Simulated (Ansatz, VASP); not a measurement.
## One calculation of HfN, two programs

File INCAR:

```
PREC = Accurate
ENCUT = 520
EDIFF = 1E-7
ISMEAR = -1
SIGMA = 0.05
LREAL = F
LASPH = T
NELM = 100
ALGO = Normal
ISIF = 2
LWAVE = F
LCHARG = F
GGA = PE
NBANDS = 14
```

File KPOINTS:

```
Automatic mesh
0
Gamma
  8 8 8
```

File POSCAR:

```
HfN
1.0
    0.0000000000      2.3701026511      2.3701026511
    2.3701026511      0.0000000000      2.3701026511
    2.3701026511      2.3701026511      0.0000000000
Hf N
1 1
Direct
    0.0000000000      0.0000000000      0.0000000000
    0.7500000000      0.7500000000      0.7500000000
```

Input for Ansatz:

```yaml
crystal:
  lattice:
    - [0.0, 2.3701026511175916, 2.3701026511175916]
    - [2.3701026511175916, 0.0, 2.3701026511175916]
    - [2.3701026511175916, 2.3701026511175916, 0.0]
  atoms:
    - { symbol: Hf, position: [0.0, 0.0, 0.0] }
    - { symbol: "N", position: [0.75, 0.75, 0.75] }
basis:
  ecutwfc: 510.0
kpoints:
  mp_grid:
    grid: [8, 8, 8]
hamiltonian:
  xc: pbe
scf:
  occupations:
    method: fermi_dirac
    width: 0.05
output:
  stress: true
```

Alike in both runs: task single point; functional PBE; k mesh 8 × 8 × 8; occupations fermi-dirac, width 0.05 eV; no spin polarisation.

|  | VASP | Ansatz |
| --- | --- | --- |
| version | VASP 6.6.1 | Ansatz 0.2.0 |
| potentials or method | VASP PAW PBE potentials, release 64 (Hf_pv, N), cutoff 520 eV | plane waves, PAW |
| valence electrons in the cell | 15 | 31 |

|  | VASP | Ansatz | Ansatz less VASP |
| --- | --- | --- | --- |
| pressure (GPa) | 24.9 | 25.8 | +0.82 |

The functional is the same, so the differences come from potentials, cutoffs and numerics. VASP's potentials hold 15 valence electrons a cell and Ansatz's 31, so a difference there can come from the potentials and not from the codes.

Neither program's run includes spin-orbit coupling.
